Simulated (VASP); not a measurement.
# BaBi6O10 in VASP: notebook

BaBi6O10 is run at these levels: PBE; tasks: single point.

All numbers are computed with VASP 6.6.1; they aren't measurements. Logs are shortened: lines on timing, memory, paths and dates and some standing lists are left out, and cuts for length are marked.

## 1. The cell of the first run

The cell holds a disordered packing, 17 atoms: a = 6.915 Å, b = 6.554 Å, c = 6.709 Å, α = 89.03°, β = 95.07°, γ = 83.79°.

## 2. Single point, PBE

INCAR

```
SYSTEM = BaBi6O10
PREC = Accurate
ENCUT = 520
EDIFF = 1E-7
ISMEAR = -1
SIGMA = 0.2111
LREAL = Auto
LASPH = .True.
NELM = 80
ALGO = Normal
ISIF = 2
LWAVE = .False.
LCHARG = .False.
GGA = PE
ISYM = 0
NBANDS = 94
```

KPOINTS

```
regular mesh
0
Gamma
  1 1 1
  0 0 0
```

POSCAR

```
BaBi6O10
1.0
    6.8988500000      0.3663110000     -0.3031620000
    0.3663110000      6.5432810000      0.0645600000
   -0.3031620000      0.0645600000      6.7022220000
Bi O Ba
6 10 1
Direct
    0.4676400994      0.8782539705     -0.0662055612
    0.5573968055      0.0614670282      0.4669978433
    0.5377197560      0.4079397342      0.8917600174
    1.0297641973      0.0747956840      0.1995177964
    0.3882409961      0.5654215329      0.4490718605
    0.8359534670      0.6685118783      0.2987605003
    0.8120962914      0.2381551130      0.9466599945
    0.4610126461      0.3520108413      0.1727872780
    0.4088790345     -0.0009908604      0.2318864633
    0.1360619284      0.5558416028      0.2355827176
   -0.1008394312      0.8563370493      0.5206575068
    0.3673045068      0.9031850874      0.5929909722
    0.1771145960      0.8849845477      0.0113754532
    0.3509384185      0.3250002897      0.6294017378
    0.7499154086      0.4973043763      0.6417822156
    0.8078923831     -0.0905817189      0.0979518772
    0.0407842174      0.1683531360      0.7379711305
```

Potentials or basis: VASP PAW PBE potentials, release 64 (Bi_d, O, Ba_sv).

Launch:

```bash
cat potpaw_PBE.64/Bi_d/POTCAR potpaw_PBE.64/O/POTCAR potpaw_PBE.64/Ba_sv/POTCAR > POTCAR
mpirun -np 1 vasp_gam > vasp.out
```

OUTCAR:

```text
SYSTEM = BaBi6O10
   PREC = Accurate
   ENCUT = 520
   EDIFF = 1E-7
   ISMEAR = -1
   LREAL = Auto
   LASPH = .True.
   NELM = 80
   ISIF = 2
   GGA = PE
   ISYM = 0

 ion  position               nearest neighbor table
   1  0.468  0.878  0.934-  13 2.12   9 2.22  12 2.33  16 2.54   3 3.09   2 3.47  17 3.47   6 3.52
                             3 3.57   4 3.77   2 3.81   5 3.90
   2  0.557  0.061  0.467-   9 1.88  12 2.00  14 2.45  11 2.58   8 2.71   6 3.32   5 3.38   1 3.47
                             5 3.57   3 3.68  17 3.80   1 3.81   4 3.87   4 3.91  17 4.15
   3  0.538  0.408  0.892-   8 2.04   7 2.09  14 2.20  15 2.43   1 3.09   5 3.17   1 3.57   2 3.68
                             6 3.81  17 3.89  17 3.99
   4  0.030  0.075  0.200-  13 2.05  16 2.05   7 2.33   9 2.60  11 2.83  17 3.16   6 3.19  17 3.67
                             1 3.77   2 3.87   2 3.91
   5  0.388  0.565  0.449-  14 2.02  10 2.16   8 2.40  12 2.43  15 2.70   3 3.17   2 3.38   6 3.47
                             2 3.57   6 3.85   1 3.90  17 4.28
   6  0.836  0.669  0.299-  11 2.00  16 2.04  10 2.21  15 2.68   4 3.19   2 3.32   5 3.47   1 3.52
                             3 3.81   5 3.85
   7  0.812  0.238  0.947-   3 2.09  17 2.22   4 2.33
   8  0.461  0.352  0.173-   3 2.04   5 2.40   2 2.71
   9  0.409  0.999  0.232-   2 1.88   1 2.22   4 2.60
  10  0.136  0.556  0.236-   5 2.16   6 2.21
  11  0.899  0.856  0.521-   6 2.00   2 2.58  17 2.75   4 2.83
  12  0.367  0.903  0.593-   2 2.00   1 2.33   5 2.43  17 2.94
  13  0.177  0.885  0.011-   4 2.05   1 2.12  17 2.63
  14  0.351  0.325  0.629-   5 2.02   3 2.20   2 2.45  17 2.63
  15  0.750  0.497  0.642-   3 2.43   6 2.68   5 2.70  17 2.81
  16  0.808  0.909  0.098-   6 2.04   4 2.05   1 2.54
  17  0.041  0.168  0.738-   7 2.22  13 2.63  14 2.63  11 2.75  15 2.81  12 2.94   4 3.16   1 3.47
                             4 3.67   2 3.80   3 3.89   3 3.99   2 4.15   5 4.28

IMPORTANT INFORMATION: All symmetrisations will be switched off!
NOSYMM: (Re-)initialisation of all symmetry stuff for point group C_1.

----------------------------------------------------------------------------------------

                                     Primitive cell

  volume of cell :     301.0020

  direct lattice vectors                    reciprocal lattice vectors
     6.898850000  0.366311000 -0.303162000     0.145681285 -0.008221440  0.006668804
     0.366311000  6.543281000  0.064560000    -0.008221440  0.153307026 -0.001848630
    -0.303162000  0.064560000  6.702222000     0.006668804 -0.001848630  0.149523707

  length of vectors
     6.915216719  6.553844520  6.709385585     0.146065402  0.153538444  0.149683764

  position of ions in fractional coordinates (direct lattice)
     0.467640099  0.878253970  0.933794439
     0.557396805  0.061467028  0.466997843
     0.537719756  0.407939734  0.891760017
     0.029764197  0.074795684  0.199517796
     0.388240996  0.565421533  0.449071860
     0.835953467  0.668511878  0.298760500
[... 9 lines left out ...]
     0.807892383  0.909418281  0.097951877
     0.040784217  0.168353136  0.737971131

  ion indices of the primitive-cell ions
   primitive index   ion index
                 1           1
                 2           2
                 3           3
                 4           4
                 5           5
                 6           6
[... 9 lines left out ...]
                16          16
                17          17

----------------------------------------------------------------------------------------

 KPOINTS: regular mesh

Automatic generation of k-mesh.
 Grid dimensions read from file:
 generate k-points for:    1    1    1

 Generating k-lattice:

  Cartesian coordinates                     Fractional coordinates (reciprocal lattice)
     0.145681285 -0.008221440  0.006668804     1.000000000 -0.000000000  0.000000000
    -0.008221440  0.153307026 -0.001848630    -0.000000000  1.000000000  0.000000000
     0.006668804 -0.001848630  0.149523707     0.000000000  0.000000000  1.000000000

  Length of vectors
     0.146065402  0.153538444  0.149683764

  Shift w.r.t. Gamma in fractional coordinates (k-lattice)
     0.000000000  0.000000000  0.000000000

 Subroutine IBZKPT returns following result:
 ===========================================

 Found      1 irreducible k-points:

 Following reciprocal coordinates:
            Coordinates               Weight
  0.000000  0.000000  0.000000      1.000000
   k-points           NKPTS =      1   k-points in BZ     NKDIM =      1   number of bands    NBANDS=     94
   number of dos      NEDOS =    301   number of ions     NIONS =     17
   total plane-waves  NPLWV = 135000
   dimension x,y,z NGX =    54 NGY =   50 NGZ =   50
   dimension x,y,z NGXF=   108 NGYF=  100 NGZF=  100
   ions per type =               6  10   1
   NGX,Y,Z   is equivalent  to a cutoff of  12.98, 12.68, 12.39 a.u.
   NGXF,Y,Z  is equivalent  to a cutoff of  25.96, 25.37, 24.78 a.u.
 SYSTEM =  BaBi6O10
   PREC   = accura    normal or accurate (medium, high low for compatibility)
   ISTART =      0    job   : 0-new  1-cont  2-samecut
   ICHARG =      2    charge: 1-file 2-atom 10-const
   ISPIN  =      1    spin polarized calculation?
   LNONCOLLINEAR =      F non collinear calculations
   LSORBIT =      F    spin-orbit coupling
   LASPH  =      T    aspherical Exc in radial PAW
   ENCUT  =  520.0 eV  38.22 Ry    6.18 a.u.  12.86 12.19 12.48*2*pi/ulx,y,z
   NELM   =     80;   NELMIN=  2; NELMDL= -5     # of ELM steps
   EDIFF  = 0.1E-06   stopping-criterion for ELM
   LREAL  =      T    real-space projection
   EDIFFG = 0.1E-05   stopping-criterion for IOM
   NSW    =      0    number of steps for IOM
   IBRION =     -1    ionic relax: 0-MD 1-quasi-New 2-CG
   NFREE  =      0    steps in history (QN), initial steepest desc. (CG)
   ISIF   =      2    stress and relaxation
   ISYM   =      0    0-nonsym 1-usesym 2-fastsym
   POTIM  = 0.5000    time-step for ionic-motion
   TEBEG  =    0.0;   TEEND  =   0.0 temperature during run
   PSTRESS=    0.0 pullay stress
   NELECT =     160.0000    total number of electrons
   NUPDOWN=      -1.0000    fix difference up-down
   EMIN   =  10.00;   EMAX   =-10.00  energy-range for DOS
   EFERMI =   0.00;   METHOD = LEGACY
   ISMEAR =    -1;   SIGMA  =   0.21  broadening in eV -4-tet -1-fermi 0-gaus
   EFERMI_NEDOS =   21; number of points for ismear=-14 and -15
   IALGO  =     38    algorithm
   IMIX   =      4    mixing-type and parameters
     AMIX     =   0.40;   BMIX     =  1.00
     AMIX_MAG =   1.60;   BMIX_MAG =  1.00
  volume/ion in A,a.u.               =      17.71       119.49
  Fermi-wavevector in a.u.,A,eV,Ry     =   1.326147  2.506055 23.928107  1.758666
  Thomas-Fermi vector in A             =   2.455555
   LORBIT       =      0    0 simple, 1 ext, 2 COOP (PROOUT), +10 PAW based schemes
   GGA     = PE    functional components
   LHFCALC =     F    Hartree Fock is set to
   AEXX    =    0.0000 exact exchange contribution
   IVDW    =     0    specifies the selected vdW correction
   LEPSILON=     F    determine dielectric tensor
   LRPA    =     F    only Hartree local field effects (RPA)
 non-spin polarized calculation
  energy-cutoff  :      520.00
  volume of cell :      301.00
 maximum number of plane-waves:      4055
 NGX is ok and might be reduce to    50
   NGX = 25   NGY = 25   NGZ = 25

 number of electron     160.0000011 magnetization

 Free energy of the ion-electron system (eV)
  ---------------------------------------------------
  ext. energy  EPLUGINS =         0.00000000
  ---------------------------------------------------
  free energy    TOTEN  =       -88.10260619 eV

  energy without entropy =      -87.52705613  energy(sigma->0) =      -87.81483116

 E-fermi :   5.2964     XC(G=0): -10.0031

 val. band max:        4.9267880424   @ k =   0.0000   0.0000   0.0000
 cond. band min:       5.5524307396   @ k =   0.0000   0.0000   0.0000
 fundamental gap:      0.6256426972
 Fermi energy:         5.2964305516

 k-point     1 :       0.0000    0.0000    0.0000
  band No.  band energies     occupation
      1     -20.9144      2.00000
      2     -18.0303      2.00000
      3     -18.0208      2.00000
      4     -17.9760      2.00000
      5     -17.9176      2.00000
      6     -17.7904      2.00000
[... 84 lines left out ...]
     91       9.9750      0.00000
     92      10.2245      0.00000
 [bands above 92 left out]

------------------------ aborting loop because EDIFF is reached ----------------------------------------

  FORCE on cell =-STRESS in cart. coord.  units (eV):
  Direction    XX          YY          ZZ          XY          YZ          ZX
  --------------------------------------------------------------------------------------
  -------------------------------------------------------------------------------------
  Total       22.1215601     29.9142654     37.2655850      7.1432948     -5.9007907     -0.4275529
  in kB      117.7489370    159.2280533    198.3577558     38.0224254    -31.4088081     -2.2757843
  external PRESSURE =     158.4449154 kB  Pullay stress =       0.0000000 kB

 VOLUME and BASIS-vectors are now :
 -----------------------------------------------------------------------------
  energy-cutoff  :      520.00
  volume of cell :      301.00
      direct lattice vectors                 reciprocal lattice vectors
     6.898850000  0.366311000 -0.303162000     0.145681285 -0.008221440  0.006668804
     0.366311000  6.543281000  0.064560000    -0.008221440  0.153307026 -0.001848630
    -0.303162000  0.064560000  6.702222000     0.006668804 -0.001848630  0.149523707

 POSITION                                       TOTAL-FORCE (eV/Angst)
 -----------------------------------------------------------------------------------
      3.26480      5.97825      6.17343         0.799741      0.993131      0.413329
      3.72634      0.63653      2.96491         4.226770      3.199319      1.992925
      3.58873      2.92381      5.84009         1.977451      0.735034      0.536642
      0.17225      0.51319      1.33302         0.268908      0.892019      1.593241
      2.74939      3.87092      2.92858         0.170995      2.019467     -3.472078
      5.92143      4.69977      1.79209         0.769878     -4.240551      0.450178
[... 9 lines left out ...]
      5.87696      6.25284      0.47028        -1.109350     -0.348739     -0.907827
      0.11931      1.16416      4.94455         0.894080      0.078959     -3.769746
 -----------------------------------------------------------------------------------
    total drift:                                0.000306     -0.000346     -0.014261

  FREE ENERGIE OF THE ION-ELECTRON SYSTEM (eV)
  ---------------------------------------------------
  free  energy   TOTEN  =       -88.1026061910 eV

  energy  without entropy=      -87.5270561306  energy(sigma->0) =      -87.81483116
```

Wall time 70 s (1 thread of Intel Xeon Platinum 8488C (Sapphire Rapids), shared host); peak memory 0.35 GiB.

Results:

```yaml
Free_energy: -88.1026 eV
Pressure: 15.8 GPa
Largest_force: 5.663 eV/Å
```

Forces on the atoms (eV/Å):
```
Bi   0.800  0.993  0.413
Bi   4.227  3.199  1.993
Bi   1.977  0.735  0.537
Bi   0.269  0.892  1.593
Bi   0.171  2.019 -3.472
Bi   0.770 -4.241  0.450
O   -0.809  0.962  2.251
O    0.121  0.602  2.334
O   -1.634 -2.680 -2.163
O   -1.432 -0.152  0.783
O    0.576  1.838  0.282
O   -1.749 -1.644  1.689
O   -0.992 -0.381 -2.059
O   -0.768 -1.503  0.628
O   -1.311 -0.371 -0.582
O   -1.109 -0.349 -0.908
Ba   0.894  0.079 -3.770
```

Levels at points of the mesh, in eV from the Fermi level:
```tsv
k point	band 76	band 77	band 78	band 79	band 80	band 81	band 82	band 83	band 84	band 85
(0.00, 0.00, 0.00)	-1.10	-0.95	-0.75	-0.72	-0.37	0.26	1.88	2.26	2.57	2.85
```

Caveat: the k points lie up to 0.96 Å⁻¹ apart; the atoms stand as in a frame of molecular dynamics; spin-orbit coupling is left out, which moves the levels of the heavy elements.

## 3. Single point, PBE

INCAR

```
  PREC = Accurate
  ENCUT = 520
  EDIFF = 1E-6
  ISMEAR = -1
  SIGMA = 0.2111
  LREAL = Auto
  LASPH = T
  NELM = 100
  ALGO = Normal
  ISIF = 2
  LWAVE = F
  LCHARG = F
  GGA = PE
  ISYM = 0
  NBANDS = 94
```

KPOINTS

```
regular mesh
0
Gamma
  1 1 1
```

POSCAR

```
BaBi6O10
1.0
    6.8988500000      0.3663110000     -0.3031620000
    0.3663110000      6.5432810000      0.0645600000
   -0.3031620000      0.0645600000      6.7022220000
Bi O Ba
6 10 1
Direct
    0.4687465860      0.8819528983     -0.0381300003
    0.5870244597      0.0540003949      0.5091655042
    0.5582703224      0.3881690793      0.9646387648
    1.0662314661      0.0679141560      0.1702180748
    0.3943271321      0.5719533510      0.4689457755
    0.8075952756      0.6377366079      0.2886793251
    0.8831003264      0.3582766981      1.0329077607
    0.5275099066      0.3624439293      0.2605304000
    0.4317966869     -0.1238996602      0.3155268968
    0.1024821302      0.6555859522      0.2661487576
   -0.0291588838      0.8669297140      0.5347969900
    0.3985765474      0.8910189491      0.6373089522
    0.1708531257      0.8873817738     -0.0747626969
    0.3300976238      0.2635104564      0.5728414876
    0.7237897418      0.4938485542      0.6383518306
    0.7931458710     -0.0450294408      0.0957594048
    0.0018362324      0.2052279916      0.6999992177
```

Potentials or basis: VASP PAW PBE potentials, release 64 (Bi_d, O, Ba_sv).

Launch:

```bash
cat potpaw_PBE.64/Bi_d/POTCAR potpaw_PBE.64/O/POTCAR potpaw_PBE.64/Ba_sv/POTCAR > POTCAR
mpirun -np 1 vasp_gam > vasp.out
```

Run time: 71 s. Hardware: 1 thread of Intel Xeon Platinum 8488C (Sapphire Rapids), shared host; peak memory 0.34 GiB.

It converged, with:

* Free energy: -90.1812 eV
* Pressure: 9.5 GPa
* Largest force: 3.012 eV/Å

Forces in eV/Å, atoms in the order of the input:
```
Bi   1.484 -0.129 -0.006
Bi   0.299  1.596 -0.439
Bi   0.384 -0.572 -2.248
Bi  -0.808 -1.883  1.871
Bi  -1.608  0.238  1.244
Bi   2.355  1.502  0.802
O   -0.680  0.193  0.212
O    0.112 -0.532  1.293
O    0.138 -0.229 -3.000
O    1.308 -0.293 -0.091
O   -1.548 -0.049 -1.430
O    0.285 -1.832  2.011
O   -2.060  1.281  1.207
O    0.384  1.297  0.003
O   -1.368 -0.009 -1.231
O    0.251 -0.721  0.520
Ba   1.072  0.143 -0.718
```

Stress tensor (GPa, compression positive):
```
 9.09  1.34 -1.37
 1.34  2.64 -0.51
-1.37 -0.51 16.66
```

Levels at points of the mesh, in eV from the Fermi level:
```
           k point  band 76  band 77  band 78  band 79  band 80  band 81  band 82  band 83  band 84  band 85
(0.00, 0.00, 0.00)    -0.89    -0.86    -0.67    -0.59    -0.17     0.04     1.95     2.27     2.63     2.89
```

Caveat: the k points lie up to 0.96 Å⁻¹ apart; the atoms stand as in a frame of molecular dynamics; spin-orbit coupling is left out, which moves the levels of the heavy elements.

## 4. Single point, PBE

INCAR

```
ALGO = Normal ; EDIFF = 1E-6
ENCUT = 520 ; GGA = PE
ISIF = 2 ; ISMEAR = -1
ISYM = 0 ; LASPH = True
LCHARG = False ; LREAL = Auto
LWAVE = False ; NBANDS = 94
NELM = 100 ; PREC = Accurate
SIGMA = 0.1172
```

KPOINTS

```
k-points
0
Gamma
  1 1 1
```

POSCAR

```
BaBi6O10
1.0
    6.8988500000      0.3663110000     -0.3031620000
    0.3663110000      6.5432810000      0.0645600000
   -0.3031620000      0.0645600000      6.7022220000
Bi O Ba
6 10 1
Direct
    0.4865554623      0.8588736081      0.9992413332
    0.5865830570      0.0845963742      0.5375050470
    0.5709576346      0.3782295041      0.9434945846
    0.0444622310      0.0454918429      0.2180465382
    0.3950993365      0.6070902789      0.4635142430
    0.8342949363      0.6650734205      0.3371640601
    0.8900505746      0.3021577131      0.0094309336
    0.4758186234      0.3559244375      0.2688475022
    0.4592183143      0.8759599894      0.2977683469
    0.1182045969      0.7088444164      0.2967960695
    0.8962278773      0.9427164569      0.5481132170
    0.4497193409      0.8507999915      0.6870111386
    0.1702081027      0.9485503363      0.9588523357
    0.3426011729      0.4132122897      0.6910671821
    0.6979671886      0.5039817024      0.6375006782
    0.8009514747      0.8813779054      0.0873971786
    0.0200575277      0.2346084977      0.7171992148
```

Launch:

```bash
cat potpaw_PBE.64/Bi_d/POTCAR potpaw_PBE.64/O/POTCAR potpaw_PBE.64/Ba_sv/POTCAR > POTCAR
mpirun -np 1 vasp_gam > vasp.out
```

Run time: 64 s. Hardware: 1 thread of Intel Xeon Platinum 8488C (Sapphire Rapids), shared host; peak memory 0.34 GiB.

It converged, with:

* Free energy: -92.3177 eV
* Pressure: 13.1 GPa
* Largest force: 2.833 eV/Å

Forces on the atoms (eV/Å):
```
Bi  -0.542  0.281 -2.296
Bi  -0.581  0.674 -0.208
Bi  -0.005  0.812  1.295
Bi   0.173  1.317 -1.220
Bi   0.630 -0.993  1.344
Bi  -0.150 -0.759  0.819
O   -0.543  0.504  2.320
O   -0.366  0.389  0.286
O    0.488  0.235  2.740
O    1.352 -0.783 -0.022
O   -1.702 -1.515 -1.684
O   -0.408  0.223 -2.341
O    0.108 -0.101  0.787
O   -1.501 -1.419 -0.523
O   -0.022 -0.598 -0.644
O    1.078  0.638  0.677
Ba   1.989  1.095 -1.329
```

Stress tensor (GPa, compression positive):
```
14.13  1.88 -2.60
 1.88  5.76 -2.59
-2.60 -2.59 19.56
```

Levels at points of the mesh, in eV from the Fermi level:
| k point | band 77 | band 78 | band 79 | band 80 | band 81 | band 82 | band 83 | band 84 |
| --- | --- | --- | --- | --- | --- | --- | --- | --- |
| (0.00, 0.00, 0.00) | -1.12 | -0.98 | -0.85 | -0.81 | 0.73 | 2.04 | 2.19 | 2.48 |

Caveat: the k points lie up to 0.96 Å⁻¹ apart; the atoms stand as in a frame of molecular dynamics; spin-orbit coupling is left out, which moves the levels of the heavy elements.

(Continued in part 2 of 2.)
